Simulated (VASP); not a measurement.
Li: relaxation of cell and atoms with BLYP+D3(BJ)

The system is Li.

```
Li
1.0
    -1.75465    1.75465    1.75465
     1.75465   -1.75465    1.75465
     1.75465    1.75465   -1.75465
Li
1
Cartesian
  0.0000 0.0000 0.0000
```

```json
{"Program": "VASP 6.6.1", "Task": "relaxation of cell and atoms", "Functional": "BLYP", "Dispersion": "D3(BJ)", "Potentials or basis": "VASP PAW PBE potentials, release 64 (Li_sv)", "Cutoff": "600 eV", "k mesh": "11 × 11 × 11", "Occupations": "fermi-dirac, width 0.05 eV", "Spin": "no spin polarisation", "Dipole correction": "no", "Further INCAR settings": "ALGO = Normal; EDIFF = 1e-06; IBRION = 2; EDIFFG = -0.005; NSW = 80; ISIF = 3"}
```

| Item | Value |
| --- | --- |
| Relaxed volume | 15.61 Å³/atom |
| Relaxed cell | a = 2.727 Å, b = 2.727 Å, c = 2.727 Å, α = 109.47°, β = 109.47°, γ = 109.47° |
| Space group after relaxing (to 0.05 Å) | Im-3m (No. 229) |
| Energy gained by relaxing | 82.5 meV/atom |
| Ionic steps | 6 |
| Pressure after relaxing | 0.0 GPa |
| Dispersion energy per atom | -0.491 eV |

The path:
```tsv
step	energy change (eV)	largest force (eV/Å)	pressure (GPa)	volume (Å³)
1	0.0000	0.0000	-3.50	21.61
2	-0.0298	0.0000	-3.11	20.16
3	-0.0770	0.0000	-1.27	16.93
4	0.0184	0.0000	9.79	11.53
5	-0.0821	0.0000	-0.39	15.97
6	-0.0825	0.0000	0.04	15.61
```

Final structure:
```
Li
1.0
    -1.57452    1.57452    1.57452
     1.57452   -1.57452    1.57452
     1.57452    1.57452   -1.57452
Li
1
Direct
  0.00000 0.00000 0.00000
```

Levels at points of the mesh, in eV from the Fermi level:
| k point | band 1 | band 2 | band 3 | band 4 | band 5 |
| --- | --- | --- | --- | --- | --- |
| (0.00, 0.00, 0.00) | -46.84 | -3.87 | 17.21 | 17.21 | 17.21 |

It took 81 s on 1 thread of AMD EPYC 7R13, with other jobs on the host, peak memory 0.11 GiB.

The cell as given is a measured one (21.61 Å³/atom); BLYP+D3(BJ) puts the equilibrium volume -27.7 % from it, thermal expansion not counted.

Caveat: the cutoff is under 1.25 times the usual one of these potentials, so pressure, stress and relaxed cells hold a basis-set (Pulay) error; the volume moved by over 15 % at a fixed basis, so the end points are rough; the PAW data sets were made with another functional, which shifts forces and pressure a little; the volume moved by -28 % from the deposited cell, more than functionals usually miss; pairwise dispersion overbinds metals, which lowers pressure and volume.
